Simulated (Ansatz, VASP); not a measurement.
# LiF in VASP and in Ansatz

```
Li F
1.0
    -0.03538    2.14226    2.14226
     2.14226   -0.03538    2.14226
     2.14226    2.14226   -0.03538
Li F
1 1
Direct
  0.99849 0.99849 0.99849
  0.25151 0.25151 0.25151
```

Change from the starting cell: epitaxial_111 strain +1.5%.

Alike in both runs: task single point; functional r2SCAN; k mesh 10 × 10 × 10; no spin polarisation.

|  | VASP | Ansatz |
| --- | --- | --- |
| version | VASP 6.6.1 | Ansatz 0.2.0 |
| potentials or method | VASP PAW PBE potentials, release 64 (Li_sv, F) | plane waves, PAW |
| plane-wave cutoff (eV) | 520 | 500 |
| occupations | gaussian, width 0.01 eV | fixed |
| valence electrons in the cell | 10 | 10 |

|  | VASP | Ansatz | Ansatz less VASP |
| --- | --- | --- | --- |
| gap on the k mesh at the Fermi level (eV) | 8.58 | 8.48 | -0.097 |
| rms of the force components (eV/Å) | 0.016 | 0.000 | -0.0154 |

VASP's potentials were made for PBE, not for r2SCAN. Atom by atom the forces differ by 0.016 eV/Å (rms over components).

Noted on VASP's run: the cutoff is short for stress, so the pressure is rough.
